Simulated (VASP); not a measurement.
# NaH (P6/mmm) in VASP: a series of runs, part 2 of 2

VASP 6.6.1.

**5. Relaxation of cell and atoms, PBE**

INCAR reads:

```
PREC = Accurate
ENCUT = 600
EDIFF = 1E-7
ISMEAR = 0
SIGMA = 0.1
LREAL = F
LASPH = T
NELM = 80
ALGO = Normal
ISIF = 3
LWAVE = F
LCHARG = F
GGA = PE
IBRION = 2
NSW = 90
EDIFFG = -0.04
```

KPOINTS reads:

```
regular mesh
0
Gamma
  6 6 6
```

POSCAR reads:

```
NaH
1.0
    5.2656399600      0.0000000000      0.0000000000
   -2.6328199800      4.5601779700      0.0000000000
    0.0000000000      0.0000000000      2.9498133500
Na H
3 3
Direct
    0.0000000000      0.0000000000      0.0000000000
    0.3333333300      0.6666666700      0.5000000000
    0.6666666700      0.3333333300      0.5000000000
    0.5000000000      0.0000000000      0.0000000000
    0.5000000000      0.5000000000      0.0000000000
    0.0000000000      0.5000000000      0.0000000000
```

Potentials or basis: VASP PAW PBE potentials, release 64 (Na_pv, H).

Run with:

```console
$ cat potpaw_PBE.64/Na_pv/POTCAR potpaw_PBE.64/H/POTCAR > POTCAR
$ mpirun -np 1 vasp_std > vasp.out
```

OUTCAR:

```text
PREC = Accurate
   ENCUT = 600
   EDIFF = 1E-7
   ISMEAR = 0
   LREAL = F
   LASPH = T
   NELM = 80
   ISIF = 3
   GGA = PE
   IBRION = 2
   NSW = 90
   EDIFFG = -0.04

 ion  position               nearest neighbor table
   1  0.000  0.000  0.000-
   2  0.333  0.667  0.500-
   3  0.667  0.333  0.500-
   4  0.500  0.000  0.000-
   5  0.500  0.500  0.000-
   6  0.000  0.500  0.000-

  LATTYP: Found a hexagonal cell.
 ALAT       =     5.2656399600
 C/A-ratio  =     0.5602003503

  Lattice vectors:

 A1 = (   5.2656399600,   0.0000000000,   0.0000000000)
 A2 = (  -2.6328199800,   4.5601779700,   0.0000000000)
 A3 = (   0.0000000000,   0.0000000000,   2.9498133500)

Analysis of symmetry for initial positions (statically):
=====================================================================
 Subroutine PRICEL returns:
 Original cell was already a primitive cell.

 Routine SETGRP: Setting up the symmetry group for a
 hexagonal supercell.

 Subroutine GETGRP returns: Found 24 space group operations
 (whereof 24 operations were pure point group operations)
 out of a pool of 24 trial point group operations.

The static configuration has the point symmetry D_6h.

Analysis of symmetry for dynamics (positions and initial velocities):
=====================================================================
 Subroutine PRICEL returns:
 Original cell was already a primitive cell.

 Routine SETGRP: Setting up the symmetry group for a
 hexagonal supercell.

 Subroutine GETGRP returns: Found 24 space group operations
 (whereof 24 operations were pure point group operations)
 out of a pool of 24 trial point group operations.

The dynamic configuration has the point symmetry D_6h.

 Subroutine INISYM returns: Found 24 space group operations
 (whereof 24 operations are pure point group operations),
 and found     1 'primitive' translations

----------------------------------------------------------------------------------------

                                     Primitive cell

  volume of cell :      70.8317

  direct lattice vectors                    reciprocal lattice vectors
     5.265639960  0.000000000  0.000000000     0.189910440  0.109644844  0.000000000
    -2.632819980  4.560177970  0.000000000     0.000000000  0.219289687  0.000000000
     0.000000000  0.000000000  2.949813350     0.000000000  0.000000000  0.339004500

  length of vectors
     5.265639960  5.265639958  2.949813350     0.219289687  0.219289687  0.339004500

  position of ions in fractional coordinates (direct lattice)
     0.000000000  0.000000000  0.000000000
     0.333333330  0.666666670  0.500000000
     0.666666670  0.333333330  0.500000000
     0.500000000  0.000000000  0.000000000
     0.500000000  0.500000000  0.000000000
     0.000000000  0.500000000  0.000000000

  ion indices of the primitive-cell ions
   primitive index   ion index
                 1           1
                 2           2
                 3           3
                 4           4
[... 35 lines left out ...]
  0.166667  0.166667  0.000000      6.000000
  0.333333  0.166667  0.000000     12.000000
[... 16 lines left out ...]
  0.166667  0.000000  0.500000      6.000000
  0.333333  0.000000  0.500000      6.000000
 [... further k-points ...]
   k-points           NKPTS =     28   k-points in BZ     NKDIM =     28   number of bands    NBANDS=     16
   number of dos      NEDOS =    301   number of ions     NIONS =      6
   total plane-waves  NPLWV =  42336
   dimension x,y,z NGX =    42 NGY =   42 NGZ =   24
   dimension x,y,z NGXF=    84 NGYF=   84 NGZF=   48
   ions per type =               3   3
   NGX,Y,Z   is equivalent  to a cutoff of  13.26, 13.26, 13.53 a.u.
   NGXF,Y,Z  is equivalent  to a cutoff of  26.52, 26.52, 27.05 a.u.
 SYSTEM =  unknown system
   PREC   = accura    normal or accurate (medium, high low for compatibility)
   ISTART =      0    job   : 0-new  1-cont  2-samecut
   ICHARG =      2    charge: 1-file 2-atom 10-const
   ISPIN  =      1    spin polarized calculation?
   LNONCOLLINEAR =      F non collinear calculations
   LSORBIT =      F    spin-orbit coupling
   LASPH  =      T    aspherical Exc in radial PAW
   ENCUT  =  600.0 eV  44.10 Ry    6.64 a.u.  10.52 10.52  5.89*2*pi/ulx,y,z
   NELM   =     80;   NELMIN=  2; NELMDL= -5     # of ELM steps
   EDIFF  = 0.1E-06   stopping-criterion for ELM
   LREAL  =      F    real-space projection
   EDIFFG = -.4E-01   stopping-criterion for IOM
   NSW    =     90    number of steps for IOM
   IBRION =      2    ionic relax: 0-MD 1-quasi-New 2-CG
   NFREE  =      1    steps in history (QN), initial steepest desc. (CG)
   ISIF   =      3    stress and relaxation
   ISYM   =      2    0-nonsym 1-usesym 2-fastsym
   POTIM  = 0.5000    time-step for ionic-motion
   TEBEG  =    0.0;   TEEND  =   0.0 temperature during run
   PSTRESS=    0.0 pullay stress
   NELECT =      24.0000    total number of electrons
   NUPDOWN=      -1.0000    fix difference up-down
   EMIN   =  10.00;   EMAX   =-10.00  energy-range for DOS
   EFERMI =   0.00;   METHOD = LEGACY
   ISMEAR =     0;   SIGMA  =   0.10  broadening in eV -4-tet -1-fermi 0-gaus
   EFERMI_NEDOS =   21; number of points for ismear=-14 and -15
   IALGO  =     38    algorithm
   IMIX   =      4    mixing-type and parameters
     AMIX     =   0.40;   BMIX     =  1.00
     AMIX_MAG =   1.60;   BMIX_MAG =  1.00
  volume/ion in A,a.u.               =      11.81        79.67
  Fermi-wavevector in a.u.,A,eV,Ry     =   1.141308  2.156759 17.722721  1.302583
  Thomas-Fermi vector in A             =   2.278008
   LORBIT       =      0    0 simple, 1 ext, 2 COOP (PROOUT), +10 PAW based schemes
   GGA     = PE    functional components
   LHFCALC =     F    Hartree Fock is set to
   AEXX    =    0.0000 exact exchange contribution
   IVDW    =     0    specifies the selected vdW correction
   LEPSILON=     F    determine dielectric tensor
   LRPA    =     F    only Hartree local field effects (RPA)
 conjugate gradient relaxation of ions
 non-spin polarized calculation
 Gauss-broadening in eV      SIGMA  =   0.10
  energy-cutoff  :      600.00
  volume of cell :       70.83
 maximum number of plane-waves:      2394
   NGX = 21   NGY = 21   NGZ = 11

--------------------------------------- Ionic step        1  -------------------------------------------

 number of electron      24.0000003 magnetization

 Free energy of the ion-electron system (eV)
  ---------------------------------------------------
  ext. energy  EPLUGINS =         0.00000000
  ---------------------------------------------------
  free energy    TOTEN  =       -13.49437976 eV

  energy without entropy =      -13.49437976  energy(sigma->0) =      -13.49437976

------------------------ aborting loop because EDIFF is reached ----------------------------------------

  FORCE on cell =-STRESS in cart. coord.  units (eV):
  Direction    XX          YY          ZZ          XY          YZ          ZX
  --------------------------------------------------------------------------------------
  -------------------------------------------------------------------------------------
  Total        3.4221747      3.4221747      5.0425534      0.0000000     -0.0000000     -0.0000000
  in kB       77.4078961     77.4078960    114.0600610      0.0000000     -0.0000000     -0.0000000
  external PRESSURE =      89.6252844 kB  Pullay stress =       0.0000000 kB
[... 187 lines left out ...]
--------------------------------------- Ionic step        6  -------------------------------------------

 number of electron      23.9999946 magnetization

 Free energy of the ion-electron system (eV)
  ---------------------------------------------------
  ext. energy  EPLUGINS =         0.00000000
  ---------------------------------------------------
  free energy    TOTEN  =       -13.99653051 eV

  energy without entropy =      -13.99653051  energy(sigma->0) =      -13.99653051

 E-fermi :   0.1912     XC(G=0):  -7.4627

 val. band max:       -0.2394512890   @ k =   0.0000   0.0000   0.5000
 cond. band min:       0.9254403194   @ k =   0.5000   0.0000   0.0000
 fundamental gap:      1.1648916084
 Fermi energy:         0.1911633764

 k-point     1 :       0.0000    0.0000    0.0000
  band No.  band energies     occupation
      1     -25.1362      2.00000
      2     -25.0018      2.00000
      3     -25.0018      2.00000
      4     -22.9464      2.00000
      5     -22.9464      2.00000
      6     -22.8961      2.00000
[... 433 lines left out ...]
      3     -24.9948      2.00000
      4     -22.9373      2.00000
      5     -22.9268      2.00000
      6     -22.8968      2.00000
[... 8 lines left out ...]
     15       4.9372      0.00000
     16       5.1584      0.00000

 [... further k-points ...]

------------------------ aborting loop because EDIFF is reached ----------------------------------------

  FORCE on cell =-STRESS in cart. coord.  units (eV):
  Direction    XX          YY          ZZ          XY          YZ          ZX
  --------------------------------------------------------------------------------------
  -------------------------------------------------------------------------------------
  Total        0.1485065      0.1485065     -0.1873514      0.0000000      0.0000000      0.0000000
  in kB        2.5829256      2.5829256     -3.2585418      0.0000000      0.0000000      0.0000000
  external PRESSURE =       0.6357698 kB  Pullay stress =       0.0000000 kB
[... 21 lines left out ...]
  FREE ENERGIE OF THE ION-ELECTRON SYSTEM (eV)
  ---------------------------------------------------
  free  energy   TOTEN  =       -13.9965305084 eV

  energy  without entropy=      -13.9965305084  energy(sigma->0) =      -13.99653051

 reached required accuracy - stopping structural energy minimisation
```

Run time: 61 s. Hardware: 1 thread of Intel Xeon 6975P-C (Granite Rapids), shared host; peak memory 0.2 GiB.

What came out:

| Item | Value |
| --- | --- |
| Free energy | -13.9965 eV |
| Relaxed volume | 15.35 Å³/atom |
| Relaxed cell | a = 5.694 Å, b = 5.694 Å, c = 3.280 Å, α = 90.00°, β = 90.00°, γ = 120.00° |
| Space group after relaxing (to 0.1 Å) | P6/mmm (No. 191) |
| Energy gained by relaxing | 83.7 meV/atom |
| Ionic steps | 6 |
| Pressure after relaxing | 0.1 GPa |
| Band gap on the k mesh | 1.16 eV (least direct gap 1.23 eV) |

Step by step:
```tsv
step	energy change (eV)	largest force (eV/Å)	pressure (GPa)	volume (Å³)
1	0.0000	0.0000	8.96	70.83
2	-0.3058	0.0000	4.88	77.82
3	-0.4924	0.0000	0.87	88.80
4	-0.5001	0.0000	0.20	91.45
5	-0.5003	0.0000	0.09	91.92
6	-0.5022	0.0000	0.06	92.12
```

Final structure:
```
Na H
1.0
     5.69431    0.00000    0.00000
    -2.84715    4.93141    0.00000
     0.00000    0.00000    3.28044
Na H
3 3
Cartesian
  0.0000 0.0000 3.2804
  0.0000 3.2876 1.6402
  2.8472 1.6438 1.6402
  2.8472 0.0000 3.2804
  1.4236 2.4657 3.2804
  -1.4236 2.4657 3.2804
```

Caveat: the volume moved by over 15 % at a fixed basis, so the end points are rough. A k mesh can miss the band edges.

**6. Relaxation of cell and atoms, PBE**

This run uses another cell than the first one, of 15.29 Å³/atom.

INCAR reads:

```
ALGO = Normal
EDIFF = 1E-7
EDIFFG = -0.01
ENCUT = 600
GGA = PE
IBRION = 2
ISIF = 3
ISMEAR = 0
LASPH = True
LCHARG = False
LREAL = False
LWAVE = False
NELM = 100
NSW = 100
PREC = Accurate
SIGMA = 0.02
```

KPOINTS reads:

```
k-points
0
Gamma
  6 6 8
```

POSCAR reads:

```
NaH
1.0
    5.7006369868      0.0000000000      0.0000000000
   -2.8503184934      4.9368964483      0.0000000000
    0.0000000000      0.0000000000      3.2601698844
Na H
3 3
Direct
    0.0000000000      0.0000000000      0.0000000000
    0.3333333333      0.6666666667      0.5000000000
    0.6666666667      0.3333333333      0.5000000000
    0.5000000000      0.0000000000      0.0000000000
    0.5000000000      0.5000000000      0.0000000000
    0.0000000000      0.5000000000      0.0000000000
```

Potentials or basis: VASP PAW PBE potentials, release 64 (Na_pv, H).

Run with:

```console
$ cat potpaw_PBE.64/Na_pv/POTCAR potpaw_PBE.64/H/POTCAR > POTCAR
$ mpirun -np 1 vasp_std > vasp.out
```

Wall time 52 s (1 thread of Intel Xeon 6975P-C (Granite Rapids), shared host); peak memory 0.26 GiB.

The run converged. Its results:

```
Free energy                           : -14.0051 eV
Relaxed volume                        : 15.49 Å³/atom
Relaxed cell                          : a = 5.729 Å, b = 5.729 Å, c = 3.270 Å, α = 90.00°, β = 90.00°, γ = 120.00°
Space group after relaxing (to 0.1 Å) : P6/mmm (No. 191)
Energy gained by relaxing             : 0.1 meV/atom
Ionic steps                           : 3
Pressure after relaxing               : 0.0 GPa
Band gap on the k mesh                : 1.13 eV (least direct gap 1.27 eV)
```

Step by step:
| step | energy change (eV) | largest force (eV/Å) | pressure (GPa) | volume (Å³) |
| --- | --- | --- | --- | --- |
| 1 | 0.0000 | 0.0000 | 0.23 | 91.75 |
| 2 | -0.0004 | 0.0000 | 0.16 | 92.05 |
| 3 | -0.0008 | 0.0000 | -0.03 | 92.94 |

Final structure:
```
CELL_PARAMETERS angstrom
5.72875 0.00000 0.00000
-2.86438 4.96124 0.00000
0.00000 0.00000 3.26992
ATOMIC_POSITIONS crystal
Na 0.00000 0.00000 0.00000
Na 0.33333 0.66667 0.50000
Na 0.66667 0.33333 0.50000
H 0.50000 0.00000 0.00000
H 0.50000 0.50000 0.00000
H 0.00000 0.50000 0.00000
```

Levels at points of the mesh, in eV from the valence-band top:
```tsv
k point	band 9	band 10	band 11	band 12	band 13	band 14	band 15	band 16
(0.00, 0.00, 0.00)	-22.54	-4.38	-0.97	-0.97	2.73	3.20	3.20	4.73
(0.50, 0.00, 0.00)	-22.54	-3.34	-2.75	-1.20	1.13	4.93	6.73	7.28
(0.00, 0.00, 0.50)	-22.61	-2.50	0.00	0.00	1.27	6.33	6.33	6.47
(0.50, 0.00, 0.50)	-22.62	-1.75	-1.17	-0.12	2.45	3.10	4.96	5.25
```

**7. Overview**

| task | cell | k mesh | cutoff (eV) | smearing | gap on the mesh (eV) | pressure (GPa) | relaxed volume (Å³/atom) |
| --- | --- | --- | --- | --- | --- | --- | --- |
| single point | a = 5.266, b = 5.266, c = 2.950 Å, angles 90.0, 90.0, 120.0°, 6 atoms | 6 × 6 × 6 | 520 | gaussian 0.1 eV | 1.26 | 8.9 | - |
| single point | a = 5.701, b = 5.701, c = 3.260 Å, angles 90.0, 90.0, 120.0°, 6 atoms | 6 × 6 × 6 | 520 | gaussian 0.1 eV | 1.15 | 0.2 | - |
| single point | a = 5.728, b = 5.728, c = 3.267 Å, angles 90.0, 90.0, 120.0°, 6 atoms | 6 × 6 × 8 | 520 | gaussian 0.02 eV | 1.13 | 0.0 | - |
| relaxation of cell and atoms | relaxed from a = 5.266, b = 5.266, c = 2.950 Å, angles 90.0, 90.0, 120.0°, 6 atoms | 6 × 6 × 6 | 600 | gaussian 0.1 eV | 1.16 | 0.1 | 15.35 |
| relaxation of cell and atoms | relaxed from a = 5.701, b = 5.701, c = 3.260 Å, angles 90.0, 90.0, 120.0°, 6 atoms | 6 × 6 × 8 | 600 | gaussian 0.02 eV | 1.13 | 0.0 | 15.49 |

Alike in all rows: level PBE; potentials or basis VASP PAW PBE potentials, release 64 (Na_pv, H); no spin polarisation.

Caveats: the cell stands under pressure (at least some runs); the volume moved by over 15 % at a fixed basis, so the end points are rough (at least some runs).

Absolute energies hang on the potentials; compare differences alone.
